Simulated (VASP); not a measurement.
Runs of VASP 6.6.1 on SiNi3. The structure is that of space group Pm-3m (No. 221), or close to it. The cells are those of the table. 

| cell | further INCAR settings | gap on the mesh (eV) | pressure (GPa) |
| --- | --- | --- | --- |
| a = 3.461, b = 3.288 Å, 4 atoms | ALGO = Fast; EDIFF = 1e-06; NBANDS = 25 | none | (a) |
| a = 3.461, b = 3.548 Å, 4 atoms | ALGO = Fast; EDIFF = 1e-07; NBANDS = 25 | none | -5.4 |
| a = 3.461, b = 3.375 Å, 4 atoms | ALGO = Fast; EDIFF = 1e-06; NBANDS = 25 | none | 6.6 |
| a = 3.461, b = 3.634 Å, 4 atoms | ALGO = Fast; EDIFF = 1e-07; NBANDS = 25 | none | -10.0 |

Alike in all rows: task single point; level PBEsol; potentials or basis VASP PAW PBE potentials, release 64 (Si, Ni); no spin polarisation; k mesh 14 × 14 × 14; cutoff (eV) 520; smearing gaussian 0.15 eV.

Fill in the values left out.

(a) 14.2.

Caveats: the PAW data sets were made with another functional, which shifts forces and pressure a little.

A gap of «none» marks levels without a gap at the run's occupations.
